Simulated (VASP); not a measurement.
Li2ZrN3, 6 atoms in the cell. It takes space group P4/mmm (No. 123, tetragonal). The conventional cell has a = 4.078 Å, b = 4.078 Å, c = 5.173 Å, α = 90.00°, β = 90.00°, γ = 90.00°. Within 2.7 Å of Li (site symmetry mmm) lie 6 N at 2.04 to 2.24 Å. Within 3.4 Å of Zr (site symmetry 4/mmm) lie 10 N at 2.59 to 3.33 Å and 8 Li at 3.29 Å. Within 2.5 Å of N (site symmetry 4mm) lie 1 N at 1.86 Å and 4 Li at 2.24 Å. Within 2.7 Å of N (site symmetry 4/mmm) lie 4 Li at 2.04 Å and 2 Zr at 2.59 Å. The cell was generated, and may not be a known phase.

- Program: VASP 6.6.1
- Task: single point
- Functional: PBE
- Potentials or basis: VASP PAW PBE potentials, release 64 (Li_sv, Zr_sv, N)
- Cutoff: 520 eV
- k mesh: 4 × 4 × 4
- Occupations: gaussian, width 0.1 eV
- Spin: no spin polarisation
- Dipole correction: no
- Further INCAR settings: ALGO = Normal; EDIFF = 1e-07; NBANDS = 26

Potentials or basis: VASP PAW PBE potentials, release 64 (Li_sv, Zr_sv, N).

Command:

```console
$ cat potpaw_PBE.64/Li_sv/POTCAR potpaw_PBE.64/Zr_sv/POTCAR potpaw_PBE.64/N/POTCAR > POTCAR
$ mpirun -np 1 vasp_std > vasp.out
```

Hardware: 1 thread of Intel Xeon 8259CL, on a shared host.

Problem. Estimate the wall time of this run.

Solution. It took 92 s on 1 thread of Intel Xeon 8259CL (shared host), peak memory 0.17 GiB. Counts: scf iterations 22, k points 18.
